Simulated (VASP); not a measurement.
# SrO in VASP: further runs

SrO is run at these levels: PBE; tasks: single point.

Program: VASP 6.6.1. These are calculated values, not measurements. Logs are shortened: lines on timing, memory, paths and dates and some standing lists are left out, and cuts for length are marked.

## (1) The cell of the first run

The cell holds a wire with vacuum, 2 atoms: a = 10.100 Å, b = 9.300 Å, c = 4.303 Å, α = 90.00°, β = 90.00°, γ = 90.00°.

## (2) Single point, PBE, collinear spin, ferromagnetic start

INCAR

```
ALGO = Normal
EDIFF = 1E-6
ENCUT = 520
GGA = PE
ISIF = 2
ISMEAR = 0
ISPIN = 2
LASPH = T
LCHARG = F
LORBIT = 11
LREAL = F
LWAVE = F
MAGMOM = 0.5 0.5
NBANDS = 19
NELM = 150
PREC = Accurate
SIGMA = 0.05
```

KPOINTS

```
k-points
0
Gamma
  1 1 15
```

POSCAR

```
SrO
1.0
   10.1000000000      0.0000000000      0.0000000000
    0.0000000000      9.3000000000      0.0000000000
    0.0000000000      0.0000000000      4.3028013227
Sr O
1 1
Direct
    0.4729804072      0.5000000000      0.0000000000
    0.5270195928      0.5000000000      0.5000000000
```

Potentials or basis: VASP PAW PBE potentials, release 64 (Sr_sv, O).

Run with:

```bash
cat potpaw_PBE.64/Sr_sv/POTCAR potpaw_PBE.64/O/POTCAR > POTCAR
mpirun -np 1 vasp_std > vasp.out
```

OUTCAR:

```text
EDIFF = 1E-6
   ENCUT = 520
   GGA = PE
   ISIF = 2
   ISMEAR = 0
   ISPIN = 2
   LASPH = T
   LORBIT = 11
   LREAL = F
   NELM = 150
   PREC = Accurate

 ion  position               nearest neighbor table
   1  0.473  0.500  0.000-   2 2.22   2 2.22
   2  0.527  0.500  0.500-   1 2.22   1 2.22

  LATTYP: Found a simple orthorhombic cell.
 ALAT       =     4.3028013227
 B/A-ratio  =     2.1613826209
 C/A-ratio  =     2.3473080076

  Lattice vectors:

 A1 = (   0.0000000000,   0.0000000000,  -4.3028013227)
 A2 = (   0.0000000000,   9.3000000000,   0.0000000000)
 A3 = (  10.1000000000,   0.0000000000,   0.0000000000)

Analysis of symmetry for initial positions (statically):
=====================================================================
 Subroutine PRICEL returns:
 Original cell was already a primitive cell.

 Routine SETGRP: Setting up the symmetry group for a
 simple orthorhombic supercell.

 Subroutine GETGRP returns: Found  4 space group operations
 (whereof  4 operations were pure point group operations)
 out of a pool of  8 trial point group operations.

The static configuration has the point symmetry C_2v.

Analysis of symmetry for dynamics (positions and initial velocities):
=====================================================================
 Subroutine PRICEL returns:
 Original cell was already a primitive cell.

 Routine SETGRP: Setting up the symmetry group for a
 simple orthorhombic supercell.

 Subroutine GETGRP returns: Found  4 space group operations
 (whereof  4 operations were pure point group operations)
 out of a pool of  8 trial point group operations.

The dynamic configuration has the point symmetry C_2v.

Analysis of structural, dynamic, and magnetic symmetry:
=====================================================================
 Subroutine PRICEL returns:
 Original cell was already a primitive cell.

 Routine SETGRP: Setting up the symmetry group for a
 simple orthorhombic supercell.

 Subroutine GETGRP returns: Found  4 space group operations
 (whereof  4 operations were pure point group operations)
 out of a pool of  8 trial point group operations.

The overall configuration has the point symmetry C_2v.

 Subroutine INISYM returns: Found  4 space group operations
 (whereof  4 operations are pure point group operations),
 and found     1 'primitive' translations

----------------------------------------------------------------------------------------

                                     Primitive cell

  volume of cell :     404.1621

  direct lattice vectors                    reciprocal lattice vectors
    10.100000000  0.000000000  0.000000000     0.099009901  0.000000000  0.000000000
     0.000000000  9.300000000  0.000000000     0.000000000  0.107526882  0.000000000
     0.000000000  0.000000000  4.302801323     0.000000000  0.000000000  0.232406733

  length of vectors
    10.100000000  9.300000000  4.302801323     0.099009901  0.107526882  0.232406733

  position of ions in fractional coordinates (direct lattice)
     0.472980407  0.500000000  0.000000000
     0.527019593  0.500000000  0.500000000

  ion indices of the primitive-cell ions
   primitive index   ion index
                 1           1
                 2           2

----------------------------------------------------------------------------------------

 KPOINTS: k-points

Automatic generation of k-mesh.
 Grid dimensions read from file:
 generate k-points for:    1    1   15

 Generating k-lattice:

  Cartesian coordinates                     Fractional coordinates (reciprocal lattice)
     0.099009901  0.000000000  0.000000000     1.000000000  0.000000000  0.000000000
     0.000000000  0.107526882  0.000000000     0.000000000  1.000000000  0.000000000
     0.000000000  0.000000000  0.015493782     0.000000000  0.000000000  0.066666667

  Length of vectors
     0.099009901  0.107526882  0.015493782

  Shift w.r.t. Gamma in fractional coordinates (k-lattice)
     0.000000000  0.000000000  0.000000000

 Subroutine IBZKPT returns following result:
 ===========================================

 Found      8 irreducible k-points:

 Following reciprocal coordinates:
            Coordinates               Weight
  0.000000  0.000000  0.000000      1.000000
  0.000000  0.000000  0.066667      2.000000
  0.000000  0.000000  0.133333      2.000000
  0.000000  0.000000  0.200000      2.000000
  0.000000  0.000000  0.266667      2.000000
  0.000000  0.000000  0.333333      2.000000
  0.000000  0.000000  0.400000      2.000000
  0.000000  0.000000  0.466667      2.000000
   k-points           NKPTS =      8   k-points in BZ     NKDIM =      8   number of bands    NBANDS=     19
   number of dos      NEDOS =    301   number of ions     NIONS =      2
   total plane-waves  NPLWV = 179200
   dimension x,y,z NGX =    80 NGY =   70 NGZ =   32
   dimension x,y,z NGXF=   160 NGYF=  140 NGZF=   64
   ions per type =               1   1
   NGX,Y,Z   is equivalent  to a cutoff of  13.17, 12.51, 12.36 a.u.
   NGXF,Y,Z  is equivalent  to a cutoff of  26.34, 25.03, 24.73 a.u.
 SYSTEM =  unknown system
   PREC   = accura    normal or accurate (medium, high low for compatibility)
   ISTART =      0    job   : 0-new  1-cont  2-samecut
   ICHARG =      2    charge: 1-file 2-atom 10-const
   ISPIN  =      2    spin polarized calculation?
   LNONCOLLINEAR =      F non collinear calculations
   LSORBIT =      F    spin-orbit coupling
   LASPH  =      T    aspherical Exc in radial PAW
   ENCUT  =  520.0 eV  38.22 Ry    6.18 a.u.  18.78 17.29  8.00*2*pi/ulx,y,z
   NELM   =    150;   NELMIN=  2; NELMDL= -5     # of ELM steps
   EDIFF  = 0.1E-05   stopping-criterion for ELM
   LREAL  =      F    real-space projection
   EDIFFG = 0.1E-04   stopping-criterion for IOM
   NSW    =      0    number of steps for IOM
   IBRION =     -1    ionic relax: 0-MD 1-quasi-New 2-CG
   NFREE  =      0    steps in history (QN), initial steepest desc. (CG)
   ISIF   =      2    stress and relaxation
   ISYM   =      2    0-nonsym 1-usesym 2-fastsym
   POTIM  = 0.5000    time-step for ionic-motion
   TEBEG  =    0.0;   TEEND  =   0.0 temperature during run
   PSTRESS=    0.0 pullay stress
   NELECT =      16.0000    total number of electrons
   NUPDOWN=      -1.0000    fix difference up-down
   EMIN   =  10.00;   EMAX   =-10.00  energy-range for DOS
   EFERMI =   0.00;   METHOD = LEGACY
   ISMEAR =     0;   SIGMA  =   0.05  broadening in eV -4-tet -1-fermi 0-gaus
   EFERMI_NEDOS =   21; number of points for ismear=-14 and -15
   IALGO  =     38    algorithm
   IMIX   =      4    mixing-type and parameters
     AMIX     =   0.40;   BMIX     =  1.00
     AMIX_MAG =   1.60;   BMIX_MAG =  1.00
  volume/ion in A,a.u.               =     202.08      1363.71
  Fermi-wavevector in a.u.,A,eV,Ry     =   0.557951  1.054375  4.235625  0.311310
  Thomas-Fermi vector in A             =   1.592766
   LORBIT       =     11    0 simple, 1 ext, 2 COOP (PROOUT), +10 PAW based schemes
   GGA     = PE    functional components
   LHFCALC =     F    Hartree Fock is set to
   AEXX    =    0.0000 exact exchange contribution
   IVDW    =     0    specifies the selected vdW correction
   LEPSILON=     F    determine dielectric tensor
   LRPA    =     F    only Hartree local field effects (RPA)
 spin polarized calculation
 Gauss-broadening in eV      SIGMA  =   0.05
  energy-cutoff  :      520.00
  volume of cell :      404.16
 maximum number of plane-waves:     10928
 NGX is ok and might be reduce to    80
   NGX = 37   NGY = 35   NGZ = 17

 number of electron      15.9999995 magnetization      -0.0000195

 number of electron      15.9999995 magnetization       0.0000048

 Free energy of the ion-electron system (eV)
  ---------------------------------------------------
  ext. energy  EPLUGINS =         0.00000000
  ---------------------------------------------------
  free energy    TOTEN  =        -9.35472273 eV

  energy without entropy =       -9.35472273  energy(sigma->0) =       -9.35472273

 E-fermi :  -2.1923     XC(G=0):  -1.9366

 val. band max:       -2.4572901277   @ k =   0.0000   0.0000   0.1333
 cond. band min:      -1.4192167215   @ k =   0.0000   0.0000   0.0000
 fundamental gap:      1.0380734062
 Fermi energy:        -2.1922625057

 spin component 1

 k-point     1 :       0.0000    0.0000    0.0000
  band No.  band energies     occupation
      1     -36.8187      1.00000
      2     -19.2382      1.00000
      3     -19.1413      1.00000
      4     -18.6317      1.00000
      5     -17.3059      1.00000
      6      -3.2776      1.00000
[... 11 lines left out ...]
     18       3.0122      0.00000
     19       3.8008      0.00000

 k-point     2 :       0.0000    0.0000    0.0667
  band No.  band energies     occupation
      1     -36.8181      1.00000
      2     -19.2539      1.00000
      3     -19.1406      1.00000
      4     -18.7320      1.00000
      5     -17.1628      1.00000
      6      -3.3381      1.00000
[... 11 lines left out ...]
     18       3.0419      0.00000
     19       3.1966      0.00000

 k-point     3 :       0.0000    0.0000    0.1333
  band No.  band energies     occupation
      1     -36.8165      1.00000
      2     -19.3223      1.00000
      3     -19.1385      1.00000
      4     -18.9145      1.00000
      5     -16.8342      1.00000
      6      -3.4827      1.00000
[... 81 lines left out ...]
  band No.  band energies     occupation
      1     -36.8070      1.00000
      2     -19.9932      1.00000
      3     -19.1256      1.00000
      4     -19.0838      1.00000
      5     -15.4857      1.00000
      6      -3.9428      1.00000
[... 11 lines left out ...]
     18       3.3172      0.00000
     19       3.7394      0.00000

 k-point     8 :       0.0000    0.0000    0.4667
  band No.  band energies     occupation
      1     -36.8059      1.00000
      2     -20.0596      1.00000
      3     -19.1241      1.00000
      4     -19.0850      1.00000
      5     -15.3551      1.00000
      6      -3.9516      1.00000
[... 11 lines left out ...]
     18       3.1217      0.00000
     19       3.5103      0.00000
 Fermi energy:        -2.1922625057

 spin component 2

 k-point     1 :       0.0000    0.0000    0.0000
  band No.  band energies     occupation
      1     -36.8187      1.00000
      2     -19.2382      1.00000
      3     -19.1413      1.00000
      4     -18.6317      1.00000
      5     -17.3058      1.00000
      6      -3.2775      1.00000
[... 11 lines left out ...]
     18       3.0108      0.00000
     19       3.1563      0.00000

 k-point     2 :       0.0000    0.0000    0.0667
  band No.  band energies     occupation
      1     -36.8181      1.00000
      2     -19.2539      1.00000
      3     -19.1406      1.00000
      4     -18.7320      1.00000
      5     -17.1628      1.00000
      6      -3.3381      1.00000
[... 11 lines left out ...]
     18       3.0406      0.00000
     19       3.1966      0.00000

 k-point     3 :       0.0000    0.0000    0.1333
  band No.  band energies     occupation
      1     -36.8165      1.00000
      2     -19.3223      1.00000
      3     -19.1385      1.00000
      4     -18.9145      1.00000
      5     -16.8342      1.00000
      6      -3.4827      1.00000
[... 82 lines left out ...]
      1     -36.8070      1.00000
      2     -19.9932      1.00000
      3     -19.1256      1.00000
      4     -19.0838      1.00000
      5     -15.4857      1.00000
      6      -3.9428      1.00000
[... 11 lines left out ...]
     18       3.3168      0.00000
     19       3.7384      0.00000

 k-point     8 :       0.0000    0.0000    0.4667
  band No.  band energies     occupation
      1     -36.8059      1.00000
      2     -20.0596      1.00000
      3     -19.1241      1.00000
      4     -19.0850      1.00000
      5     -15.3551      1.00000
      6      -3.9516      1.00000
[... 11 lines left out ...]
     18       3.1210      0.00000
     19       3.5086      0.00000

------------------------ aborting loop because EDIFF is reached ----------------------------------------

  FORCE on cell =-STRESS in cart. coord.  units (eV):
  Direction    XX          YY          ZZ          XY          YZ          ZX
  --------------------------------------------------------------------------------------
  -------------------------------------------------------------------------------------
  Total       -0.0589879      0.0223912      0.5757816      0.0000000      0.0000000      0.0000000
  in kB       -0.2338394      0.0887633      2.2825105      0.0000000      0.0000000      0.0000000
  external PRESSURE =       0.7124781 kB  Pullay stress =       0.0000000 kB

 VOLUME and BASIS-vectors are now :
 -----------------------------------------------------------------------------
  energy-cutoff  :      520.00
  volume of cell :      404.16
      direct lattice vectors                 reciprocal lattice vectors
    10.100000000  0.000000000  0.000000000     0.099009901  0.000000000  0.000000000
     0.000000000  9.300000000  0.000000000     0.000000000  0.107526882  0.000000000
     0.000000000  0.000000000  4.302801323     0.000000000  0.000000000  0.232406733

 POSITION                                       TOTAL-FORCE (eV/Angst)
 -----------------------------------------------------------------------------------
      4.77710      4.65000      0.00000        -0.090451      0.000000      0.000000
      5.32290      4.65000      2.15140         0.090451      0.000000      0.000000
 -----------------------------------------------------------------------------------
    total drift:                                0.000276      0.000000      0.000000

  FREE ENERGIE OF THE ION-ELECTRON SYSTEM (eV)
  ---------------------------------------------------
  free  energy   TOTEN  =        -9.3547227274 eV

  energy  without entropy=       -9.3547227274  energy(sigma->0) =       -9.35472273

 total charge

# of ion       s       p       d       tot
------------------------------------------
    1        2.006   5.799   0.323   8.127
    2        1.567   3.380   0.000   4.947
--------------------------------------------------
tot          3.573   9.179   0.323  13.074

 magnetization (x)

# of ion       s       p       d       tot
------------------------------------------
    1       -0.000  -0.000  -0.000  -0.000
    2        0.000   0.000   0.000   0.000
--------------------------------------------------
tot          0.000   0.000  -0.000   0.000
```

It took 2.9 min on 1 thread of Intel Xeon Platinum 8375C at 2.90GHz (Ice Lake), shared host; peak memory 0.61 GiB.

What came out:

```
Free energy                                           : -9.3547 eV
Largest force                                         : 0.090 eV/Å
Band gap on the k mesh                                : 1.04 eV, indirect (least direct gap 1.05 eV)
Net moment                                            : 0.00 μB per cell
Valence electrons inside the program's atomic spheres : Sr 8.13; O 4.95
```

Forces in eV/Å, atoms in the order of the input:
```
Sr  -0.090  0.000  0.000
O    0.090  0.000  0.000
```

## (3) Single point, PBE, collinear spin, ferromagnetic start

This run uses another cell than the first one, of 127.90 Å³/atom, 0.633 times its volume.

INCAR

```
PREC     = Accurate       # precision mode
ENCUT    = 520            # plane-wave cutoff, eV
EDIFF    = 1E-6           # SCF threshold, eV
ISMEAR   = 0              # smearing method
SIGMA    = 0.05           # smearing width, eV
LREAL    = F              # projectors in reciprocal space
LASPH    = T              # aspherical terms in the spheres
NELM     = 150            # most SCF steps
ALGO     = Normal         # electronic algorithm
ISIF     = 2              # what is computed and relaxed
LWAVE    = F              # write WAVECAR
LCHARG   = T              # write CHGCAR
ISPIN    = 2              # spin polarisation
MAGMOM   = 0.5 0.5        # initial moments
LORBIT   = 11             # projections on sites
GGA      = PE             # functional
LELF     = T              # ELF
LVHAR    = T            
NBANDS   = 19             # bands
```

KPOINTS

```
regular mesh
0
Gamma
  1 1 26
```

POSCAR

```
SrO
1.0
   11.1000000000      0.0000000000      0.0000000000
    0.0000000000      9.3000000000      0.0000000000
    0.0000000000      0.0000000000      2.4778938907
Sr O
1 1
Direct
    0.4052309833      0.5000000000      0.0000000000
    0.5947690167      0.5000000000      0.5000000000
```

Potentials or basis: VASP PAW PBE potentials, release 64 (Sr_sv, O).

Run with:

```bash
cat potpaw_PBE.64/Sr_sv/POTCAR potpaw_PBE.64/O/POTCAR > POTCAR
mpirun -np 1 vasp_std > vasp.out
```

It took 2.7 min on 1 thread of Intel Xeon Platinum 8375C at 2.90GHz (Ice Lake), shared host; peak memory 0.46 GiB.

Results (log left out):

```
Free energy                                           : -4.6413 eV
Largest force                                         : 3.360 eV/Å
Band gap on the k mesh                                : 0.35 eV, indirect (least direct gap 0.46 eV)
Net moment                                            : 0.00 μB per cell
Valence electrons inside the program's atomic spheres : Sr 8.30; O 4.73
```

Forces on the atoms (eV/Å):
```
Sr   3.360  0.000  0.000
O   -3.360  0.000  0.000
```

Levels at points of the mesh, in eV from the valence-band top:
Spin up:
```csv
k point,band 4,band 5,band 6,band 7,band 8,band 9,band 10,band 11,band 12,band 13
"(0.00, 0.00, 0.00)",-15.72,-15.57,-1.76,-1.71,-0.12,0.78,0.93,1.45,1.64,3.64
"(0.00, 0.00, 0.50)",-17.51,-15.30,-2.72,-1.97,-1.11,0.35,1.98,4.91,5.31,5.88
```
Spin down:
```
           k point  band 6  band 7  band 8  band 9  band 10  band 11
(0.00, 0.00, 0.00)   -1.76   -1.71   -0.12    0.78     0.93     1.45
(0.00, 0.00, 0.50)   -2.72   -1.97   -1.11    0.35     1.98     4.91
```
